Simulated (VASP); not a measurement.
The system is Nb.

```
Nb
1.0
     2.71964    0.00000    0.00000
     0.00000    2.71964    0.00000
     0.00000    0.00000    2.71964
Nb
1
Direct
  0.50000 0.50000 0.50000
```

This isn't the form of Nb at room conditions, which is bcc.

```yaml
Program: VASP 6.6.1
Task: relaxation of cell and atoms
Functional: HSE06
Potentials_or_basis: VASP PAW PBE potentials, release 64 (Nb_sv)
Cutoff: 600 eV
k_mesh: 5 × 5 × 5
Occupations: fermi-dirac, width 0.05 eV
Spin: no spin polarisation
```

At the start: pressure 5.1 GPa; volume 20.12 Å³/atom.

**Question.** How do energy, volume and symmetry change on relaxing?

**Answer.** Over 3 steps the energy falls by 12.1 meV/atom and the volume is 20.90 Å³/atom (+3.9 %); space group Pm-3m (No. 221, to 0.1 Å) before and after.

Step by step:
```csv
step,energy change (eV),largest force (eV/Å),pressure (GPa),volume (Å³)
1,0.0000,0.0000,5.05,20.12
2,0.0113,0.0000,-6.32,22.02
3,-0.0121,0.0000,-0.04,20.90
```

Final structure:
```
CELL_PARAMETERS angstrom
2.75432 0.00000 0.00000
0.00000 2.75432 0.00000
0.00000 0.00000 2.75432
ATOMIC_POSITIONS crystal
Nb 0.50000 0.50000 0.50000
```

Caveat: the k points lie up to 0.46 Å⁻¹ apart in the final cell, too coarse for converged energies and pressures of a metal; the PAW data sets were made with another functional, which shifts forces and pressure a little.
